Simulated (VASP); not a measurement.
Si:

```xyz
2
Lattice="0.0000 2.7015 2.7015 2.7015 0.0000 2.7015 2.7015 2.7015 0.0000" Properties=species:S:1:pos:R:3 pbc="T T T"
Si    2.7015    2.7015    2.7015
Si    4.0522    4.0522    4.0522
```

Base run:

- Program: VASP 6.6.1
- Functional: LDA
- Potentials or basis: VASP PAW LDA potentials, release 64 (Si)
- Cutoff: 500 eV
- k mesh: 6 × 6 × 6
- Occupations: fermi-dirac, width 0.05 eV
- Spin: no spin polarisation

Its results: band gap on the k mesh 0.57 eV, indirect (least direct gap 2.53 eV); pressure 0.1 GPa.

**Question.** The run is repeated on the same cell with these changes: k mesh from 6 × 6 × 6 to 9 × 9 × 9. What comes out?

**Answer.** Band gap on the k mesh 0.45 eV, indirect (least direct gap 2.53 eV); pressure 0.0 GPa.

A k mesh can miss the band edges.
